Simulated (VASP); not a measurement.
**Cu: single point with PBEsol**

Cu:

```
Cu
1.0
     2.45297    0.00000    0.00000
    -1.22648    2.12433    0.00000
     0.00000    0.00000    4.51935
Cu
2
Direct
  0.33333 0.66667 0.25000
  0.66667 0.33333 0.75000
```

This isn't the form of Cu at room conditions, which is fcc.

```
Program                : VASP 6.6.1
Task                   : single point
Functional             : PBEsol
Potentials or basis    : VASP PAW PBE potentials, release 64 (Cu)
Cutoff                 : 520 eV
k mesh                 : 24 × 24 × 12
Occupations            : gaussian, width 0.15 eV
Spin                   : no spin polarisation
Dipole correction      : no
Further INCAR settings : ALGO = Fast; EDIFF = 1e-06; NBANDS = 18
```

```
Pressure               : -3.0 GPa
Band gap on the k mesh : zero (bands 11 and 12 overlap by 6.61 eV)
```

Stress tensor (GPa, compression positive):
```
  3.66   0.00   0.00
  0.00   3.66   0.00
  0.00   0.00 -16.32
```

Levels at points of the mesh, in eV from the Fermi level:
| k point | band 7 | band 8 | band 9 | band 10 | band 11 | band 12 | band 13 | band 14 | band 15 | band 16 |
| --- | --- | --- | --- | --- | --- | --- | --- | --- | --- | --- |
| (0.00, 0.00, 0.00) | -2.94 | -2.23 | -2.23 | -2.04 | -1.77 | -1.77 | 2.16 | 19.39 | 22.98 | 24.00 |
| (0.50, 0.00, 0.00) | -2.76 | -1.77 | -1.50 | -1.45 | 0.18 | 1.90 | 7.27 | 7.33 | 10.13 | 10.16 |
| (0.00, 0.00, 0.50) | -3.05 | -3.05 | -1.95 | -1.95 | -1.95 | -1.95 | 9.48 | 9.48 | 23.62 | 23.62 |
| (0.50, 0.00, 0.50) | -1.96 | -1.96 | -1.47 | -1.47 | 0.57 | 0.57 | 5.18 | 5.18 | 15.34 | 15.34 |

Run time: 100 s on 1 thread of Intel(R) Xeon(R) Platinum 8488C (Sapphire Rapids), on a shared host, peak memory 0.25 GiB.

Caveat: the stress differs along the axes, from -16 to 4 GPa; the PAW data sets were made with another functional, which shifts forces and pressure a little.
